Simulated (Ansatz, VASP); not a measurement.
One calculation of CaO, two programs

File INCAR:

```
  ALGO = Normal
  EDIFF = 1E-7
  ENCUT = 520
  GGA = PE
  ISIF = 2
  ISMEAR = 1
  LASPH = T
  LCHARG = F
  LREAL = F
  LWAVE = F
  NBANDS = 15
  NELM = 60
  PREC = Accurate
  SIGMA = 0.001
```

The input KPOINTS:

```
k-points
0
Gamma
  6 6 6
```

POSCAR

```
CaO
1.0
    0.0000000000      2.3975501188      2.3975501188
    2.3975501188      0.0000000000      2.3975501188
    2.3975501188      2.3975501188      0.0000000000
Ca O
1 1
Direct
    0.0000000000      0.0000000000      0.0000000000
    0.5000000000      0.5000000000      0.5000000000
```

Input for Ansatz:

```yaml
crystal:
  lattice:
    - [0.0, 2.3975501188, 2.3975501188]
    - [2.3975501188, 0.0, 2.3975501188]
    - [2.3975501188, 2.3975501188, 0.0]
  atoms:
    - { symbol: Ca, position: [0.0, 0.0, 0.0] }
    - { symbol: O, position: [0.5, 0.5, 0.5] }
kpoints:
  mp_grid: { grid: [6, 6, 6] }
hamiltonian:
  xc: pbe
scf:
  occupations: { method: cold, width: 0.001 }
  n_extra_bands: 4
output:
  forces: true
  stress: true
  eigenvalues: true
```

Alike in both runs: task single point; functional PBE; k mesh 6 × 6 × 6; no spin polarisation.

|  | VASP | Ansatz |
| --- | --- | --- |
| version | VASP 6.6.1 | Ansatz 0.2.0 |
| potentials or method | VASP PAW PBE potentials, release 64 (Ca_sv, O) | plane waves |
| plane-wave cutoff (eV) | 520 | 420 |
| occupations | methfessel-paxton of order 1, width 0.001 eV | cold, width 0.001 eV |
| valence electrons in the cell | 16 | 16 |

VASP gave:

| Quantity | Value |
| --- | --- |
| gap on the k mesh at the Fermi level (eV) | 3.63 |
| pressure (GPa) | 3.1 |

**Question.** Estimate Ansatz's values.

**Answer.** gap on the k mesh at the Fermi level (eV): 3.65; pressure (GPa): 2.5.
